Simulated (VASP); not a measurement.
Input of a VASP 6.6.1 run:

INCAR

```
PREC = Accurate
ENCUT = 600
EDIFF = 1E-7
ISMEAR = 0
SIGMA = 0.1
LREAL = False
LASPH = True
NELM = 100
ALGO = Fast
ISIF = 3
LWAVE = False
LCHARG = False
GGA = PE
IBRION = 2
NSW = 100
EDIFFG = -0.01
```

The input KPOINTS:

```
Automatic mesh
0
Gamma
  8 8 8
```

File POSCAR:

```
Sb4O
1.0
   -3.1234933758      3.1234933758      3.5296368454
    3.1234933758     -3.1234933758      3.5296368454
    3.1234933758      3.1234933758     -3.5296368454
Sb O
4 1
Direct
    0.7500000000      0.2500000000      0.5000000000
    0.2500000000      0.7500000000      0.5000000000
    0.2759147430      0.2759147430      0.0000000000
    0.7240852570      0.7240852570      0.0000000000
    0.0000000000      0.0000000000      0.0000000000
```

Potentials or basis: VASP PAW PBE potentials, release 64 (Sb, O).

Run with:

```console
$ cat potpaw_PBE.64/Sb/POTCAR potpaw_PBE.64/O/POTCAR > POTCAR
$ mpirun -np 1 vasp_std > vasp.out
```

**Question.** Estimate the band gap on the k mesh.

**Answer.** Zero (bands 13 and 14 overlap by 0.73 eV).

**Question.** What does it give for the relaxed cell?

**Answer.** a = 5.643 Å, b = 5.643 Å, c = 5.643 Å, α = 113.13°, β = 113.13°, γ = 102.37°.

**Question.** Estimate the relaxed volume.

**Answer.** 27.35 Å³/atom.

Forces on the atoms (eV/Å):
```
Sb   0.000  0.000  0.000
Sb   0.000  0.000  0.000
Sb   0.000  0.000  0.009
Sb   0.000  0.000 -0.009
O    0.000  0.000  0.000
```

Caveat: spin-orbit coupling is left out, which moves the levels of the heavy elements.
